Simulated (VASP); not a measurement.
Re: relaxation of cell and atoms with r2SCAN

Re:

```xyz
3
Lattice="4.3647 0.0000 0.0000 -2.1823 3.7799 0.0000 0.0000 0.0000 2.6756" Properties=species:S:1:pos:R:3 pbc="T T T"
Re    0.0000    0.0000    0.0000
Re    0.0000    2.5200    1.3378
Re    2.1823    1.2600    1.3378
```

This isn't the form of Re at room conditions, which is hcp.

```
Program                : VASP 6.6.1
Task                   : relaxation of cell and atoms
Functional             : r2SCAN
Potentials or basis    : VASP PAW PBE potentials, release 64 (Re)
Cutoff                 : 600 eV
k mesh                 : 8 × 8 × 12
Occupations            : fermi-dirac, width 0.1 eV
Spin                   : no spin polarisation
Dipole correction      : no
Further INCAR settings : ALGO = Normal; EDIFF = 1e-07; IBRION = 2; EDIFFG = -0.01; NSW = 80; ISIF = 3
```

* Relaxed volume: 14.93 Å³/atom
* Relaxed cell: a = 4.353 Å, b = 4.353 Å, c = 2.729 Å, α = 90.00°, β = 90.00°, γ = 120.00°
* Space group after relaxing (to 0.1 Å): P6/mmm (No. 191)
* Energy gained by relaxing: 10.5 meV/atom
* Ionic steps: 8
* Pressure after relaxing: 0.1 GPa
* Band gap on the k mesh: zero (an odd number of electrons rules out a gap without spin polarisation)

Step by step:
```csv
step,energy change (eV),largest force (eV/Å),pressure (GPa),volume (Å³)
1,0.0000,0.0000,5.27,44.14
2,0.1282,0.0000,-17.44,47.28
3,-0.0255,0.0000,-2.29,45.03
4,-0.0123,0.0000,3.41,44.46
5,-0.0316,0.0000,-0.36,44.83
6,-0.0316,0.0000,-0.32,44.82
7,-0.0314,0.0000,0.74,44.69
8,-0.0316,0.0000,0.06,44.78
```

Final structure:
```
CELL_PARAMETERS angstrom
4.35270 0.00000 0.00000
-2.17635 3.76955 0.00000
0.00000 0.00000 2.72894
ATOMIC_POSITIONS crystal
Re 0.00000 0.00000 0.00000
Re 0.33333 0.66667 0.50000
Re 0.66667 0.33333 0.50000
```

Levels at points of the mesh, in eV from the Fermi level:
```tsv
k point	band 6	band 7	band 8	band 9	band 10	band 11	band 12	band 13	band 14
(0.00, 0.00, 0.00)	-2.99	-2.99	-1.99	-0.83	-0.83	0.11	0.11	0.12	0.12
(0.50, 0.00, 0.00)	-3.76	-2.55	-1.89	-1.49	0.39	0.40	0.95	2.17	3.19
(0.00, 0.00, 0.50)	-3.88	-0.97	-0.97	-0.86	-0.86	3.02	3.02	3.98	3.98
(0.50, 0.00, 0.50)	-2.83	-2.30	-1.18	-0.93	-0.50	0.84	2.21	3.44	3.67
```

Wall time 7.7 min on 1 thread of Intel(R) Xeon(R) 6975P-C (Granite Rapids), on a shared host, peak memory 0.22 GiB.

Caveat: the highest band is partly filled, so the run has too few bands; the PAW data sets were made with another functional, which shifts forces and pressure a little; spin-orbit coupling is left out, which moves the levels of the heavy elements.
